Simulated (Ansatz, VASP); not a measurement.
# Two plane-wave programs on AlNi

```
Al Ni
1.0
     2.86217    0.00000   -0.05724
     0.00000    2.86217    0.00000
    -0.05724    0.00000    2.86217
Al Ni
1 1
Cartesian
  0.0000 0.0000 0.0000
  1.4025 1.4311 1.4025
```

Change from the starting cell: strain -0.0400 x Voigt [0, 0, 0, 0, 1, 0], atoms carried along.

Alike in both runs: task single point; functional PBEsol; k mesh 20 × 20 × 20; occupations gaussian, width 0.15 eV; no spin polarisation.

```csv
,VASP,Ansatz
version,VASP 6.6.1,Ansatz 0.2.0
potentials or method,"VASP PAW PBE potentials, release 64 (Al, Ni), cutoff 520 eV","scalar-relativistic, plane waves, PAW"
valence electrons in the cell,13,21
```

VASP gave:

```
gap on the k mesh at the Fermi level (eV)                     : none
pressure (GPa)                                                : 0.5
traceless stress, the component that is largest in VASP (GPa) : 5.08
```

**Question.** Which values does Ansatz return?

**Answer.** gap on the k mesh at the Fermi level (eV): none; pressure (GPa): 0.3; traceless stress, the component that is largest in VASP (GPa): 5.10.

VASP's potentials were made for PBE, not for PBEsol. A gap of «none» marks a metal or a gap that the smearing closes. VASP's potentials hold 13 valence electrons a cell and Ansatz's 21, so a difference there can come from the potentials and not from the codes.
